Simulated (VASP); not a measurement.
# Zn (Im-3m) in VASP: a series of runs, part 2 of 2

VASP 6.6.1.

**4. Single point, PBE**

This run uses another cell than the first one, of 15.97 Å³/atom.

INCAR

```
SYSTEM = Zn
PREC     = Accurate       ! precision mode
ENCUT    = 520            ! plane-wave cutoff, eV
EDIFF    = 1E-6           ! SCF threshold, eV
ISMEAR   = -1             ! smearing method
SIGMA    = 0.06122561905347299 ! smearing width, eV
LREAL    = .FALSE.        ! projectors in reciprocal space
LASPH    = .TRUE.         ! aspherical terms in the spheres
NELM     = 100            ! most SCF steps
ALGO     = Normal         ! electronic algorithm
ISIF     = 2              ! what is computed and relaxed
LWAVE    = .FALSE.        ! write WAVECAR
LCHARG   = .FALSE.        ! write CHGCAR
GGA      = PE             ! functional
NBANDS   = 12             ! bands
```

KPOINTS

```
Automatic mesh
0
G
  25 25 25
  0 0 0
```

POSCAR

```
Zn
1.0
   -1.5862908941      1.5862908941      1.5862908941
    1.5862908941     -1.5862908941      1.5862908941
    1.5862908941      1.5862908941     -1.5862908941
Zn
1
Direct
    0.0000000000      0.0000000000      0.0000000000
```

Potentials or basis: VASP PAW PBE potentials, release 64 (Zn).

Launch:

```sh
$ cat potpaw_PBE.64/Zn/POTCAR > POTCAR
$ mpirun -np 1 vasp_std > vasp.out
```

OUTCAR:

```text
SYSTEM = Zn
   PREC = Accurate
   ENCUT = 520
   EDIFF = 1E-6
   ISMEAR = -1
   LREAL = .FALSE.
   LASPH = .TRUE.
   NELM = 100
   ISIF = 2
   GGA = PE

 ion  position               nearest neighbor table
   1  0.000  0.000  0.000-

  LATTYP: Found a body centered cubic cell.
 ALAT       =     3.1725817882

  Lattice vectors:

 A1 = (  -1.5862908941,   1.5862908941,   1.5862908941)
 A2 = (   1.5862908941,  -1.5862908941,   1.5862908941)
[... 538 lines left out ...]
     12      28.7216      0.00000

 [... further k-points ...]

------------------------ aborting loop because EDIFF is reached ----------------------------------------

  FORCE on cell =-STRESS in cart. coord.  units (eV):
  Direction    XX          YY          ZZ          XY          YZ          ZX
  --------------------------------------------------------------------------------------
  -------------------------------------------------------------------------------------
  Total       -0.1843723     -0.1843723     -0.1843723     -0.0000000      0.0000000     -0.0000000
  in kB      -18.5011062    -18.5011062    -18.5011062     -0.0000000      0.0000000     -0.0000000
  external PRESSURE =     -18.5011062 kB  Pullay stress =       0.0000000 kB

 VOLUME and BASIS-vectors are now :
 -----------------------------------------------------------------------------
  energy-cutoff  :      520.00
  volume of cell :       15.97
      direct lattice vectors                 reciprocal lattice vectors
    -1.586290894  1.586290894  1.586290894     0.000000000  0.315200700  0.315200700
     1.586290894 -1.586290894  1.586290894     0.315200700  0.000000000  0.315200700
     1.586290894  1.586290894 -1.586290894     0.315200700  0.315200700  0.000000000

 POSITION                                       TOTAL-FORCE (eV/Angst)
 -----------------------------------------------------------------------------------
      0.00000      0.00000      0.00000         0.000000     -0.000000     -0.000000
 -----------------------------------------------------------------------------------
    total drift:                                0.000000     -0.000000      0.000000

  FREE ENERGIE OF THE ION-ELECTRON SYSTEM (eV)
  ---------------------------------------------------
  free  energy   TOTEN  =        -1.0227657477 eV

  energy  without entropy=       -1.0188571267  energy(sigma->0) =       -1.02081144
```

OSZICAR:

```text
N       E                     dE             d eps       ncg     rms          rms(c)
DAV:   1     0.428287337168E+02    0.42829E+02   -0.65996E+03 11192   0.157E+03
DAV:   2     0.243909930272E+00   -0.42585E+02   -0.39898E+02 11320   0.213E+02
DAV:   3    -0.110432455716E+01   -0.13482E+01   -0.13462E+01 12616   0.375E+01
DAV:   4    -0.110767114367E+01   -0.33466E-02   -0.33465E-02 12000   0.184E+00
DAV:   5    -0.110767379715E+01   -0.26535E-05   -0.26539E-05 12384   0.507E-02    0.252E+00
DAV:   6    -0.102874318155E+01    0.78931E-01   -0.41243E-01 12324   0.129E+01    0.197E+00
DAV:   7    -0.102464064428E+01    0.41025E-02   -0.76215E-03 11512   0.167E+00    0.992E-01
DAV:   8    -0.102275437903E+01    0.18863E-02   -0.11269E-03 13444   0.473E-01    0.406E-02
DAV:   9    -0.102276509089E+01   -0.10712E-04   -0.72672E-05 14660   0.107E-01    0.197E-02
DAV:  10    -0.102276574772E+01   -0.65683E-06   -0.38334E-06 11732   0.301E-02
   1 F= -.10227657E+01 E0= -.10208114E+01  d E =-.390862E-02
```

stdout:

```text
POSCAR found type information on POSCAR Zn
 POSCAR found :  1 types and       1 ions
 scaLAPACK will be used
 LDA part: xc-table for (Slater+PW92), standard interpolation
 POSCAR, INCAR and KPOINTS ok, starting setup
 FFT: planning ... GRIDC
 FFT: planning ... GRID_SOFT
 FFT: planning ... GRID
 WAVECAR not read
 entering main loop
```

Run time: 75 s. Hardware: 1 thread of Intel Xeon 8259CL, shared host; peak memory 0.19 GiB.

What came out:

- Free energy: -1.0228 eV
- Pressure: -1.9 GPa
- Band gap on the k mesh: zero (bands 6 and 7 overlap by 4.82 eV)

Levels at points of the mesh, in eV from the Fermi level:
```
           k point  band 4  band 5  band 6  band 7  band 8  band 9
(0.00, 0.00, 0.00)   -7.67   -7.20   -7.20   18.42   18.42   18.42
```

**5. Single point, PBE**

This run uses another cell than the first one, of 15.97 Å³/atom.

INCAR

```
PREC     = Accurate       # precision mode
ENCUT    = 520            # plane-wave cutoff, eV
EDIFF    = 1E-6           # SCF threshold, eV
ISMEAR   = -1             # smearing method
SIGMA    = 0.06122561905347299 # smearing width, eV
LREAL    = F              # projectors in reciprocal space
LASPH    = T              # aspherical terms in the spheres
NELM     = 100            # most SCF steps
ALGO     = Normal         # electronic algorithm
ISIF     = 2              # what is computed and relaxed
LWAVE    = F              # write WAVECAR
LCHARG   = F              # write CHGCAR
GGA      = PE             # functional
NBANDS   = 12             # bands
```

KPOINTS

```
Automatic mesh
0
Gamma
  25 25 25
```

POSCAR is that of step 4.

Launch:

```sh
$ cat potpaw_PBE.64/Zn/POTCAR > POTCAR
$ mpirun -np 1 vasp_std > vasp.out
```

It took 73 s on 1 thread of Intel Xeon 8259CL, shared host; peak memory 0.19 GiB.

The run converged. Its results:

```yaml
Free_energy: -1.0228 eV
Pressure: -1.9 GPa
Band_gap_on_the_k_mesh: zero (bands 6 and 7 overlap by 4.82 eV)
```

Levels at points of the mesh, in eV from the Fermi level:
| k point | band 4 | band 5 | band 6 | band 7 | band 8 | band 9 |
| --- | --- | --- | --- | --- | --- | --- |
| (0.00, 0.00, 0.00) | -7.67 | -7.20 | -7.20 | 18.42 | 18.42 | 18.42 |

**6. Single point, PBE**

This run uses another cell than the first one, of 16.27 Å³/atom.

INCAR

```
SYSTEM = Zn
PREC = Accurate ; ENCUT = 520
EDIFF = 1E-6 ; ISMEAR = -1
SIGMA = 0.06122561905347299 ; LREAL = .FALSE.
LASPH = .TRUE. ; NELM = 100
ALGO = Normal ; ISIF = 2
LWAVE = .FALSE. ; LCHARG = .FALSE.
GGA = PE ; NBANDS = 12
```

KPOINTS

```
regular mesh
0
G
  25 25 25
  0 0 0
```

POSCAR

```
Zn
1.0
   -1.5963949301      1.5963949301      1.5963949301
    1.5963949301     -1.5963949301      1.5963949301
    1.5963949301      1.5963949301     -1.5963949301
Zn
1
Direct
    0.0000000000      0.0000000000      0.0000000000
```

Potentials or basis: VASP PAW PBE potentials, release 64 (Zn).

Launch:

```sh
$ cat potpaw_PBE.64/Zn/POTCAR > POTCAR
$ mpirun -np 1 vasp_std > vasp.out
```

It took 80 s on 1 thread of Intel Xeon 8259CL, shared host; peak memory 0.21 GiB.

Results (log left out):

```
Free energy            : -1.0182 eV
Pressure               : -2.8 GPa
Band gap on the k mesh : zero (bands 6 and 7 overlap by 4.81 eV)
```

Levels at points of the mesh, in eV from the Fermi level:
| k point | band 2 | band 3 | band 4 | band 5 | band 6 | band 7 | band 8 | band 9 | band 10 | band 11 |
| --- | --- | --- | --- | --- | --- | --- | --- | --- | --- | --- |
| (0.00, 0.00, 0.00) | -7.61 | -7.61 | -7.61 | -7.16 | -7.16 | 18.13 | 18.13 | 18.13 | 20.27 | 20.27 |

**7. The runs side by side**

| cell | gap on the mesh (eV) | pressure (GPa) |
| --- | --- | --- |
| a = 2.730 Å, angles 109.5°, 1 atom | none | -0.8 |
| a = 2.748 Å, angles 109.5°, 1 atom | none | -1.9 |
| a = 2.765 Å, angles 109.5°, 1 atom | none | -2.8 |

Alike in all rows: task single point; level PBE; potentials or basis VASP PAW PBE potentials, release 64 (Zn); no spin polarisation; k mesh 25 × 25 × 25; cutoff (eV) 520; smearing fermi-dirac 0.0612256 eV.

Total energies depend on the potentials used, so only differences within one code and one set of settings carry meaning.
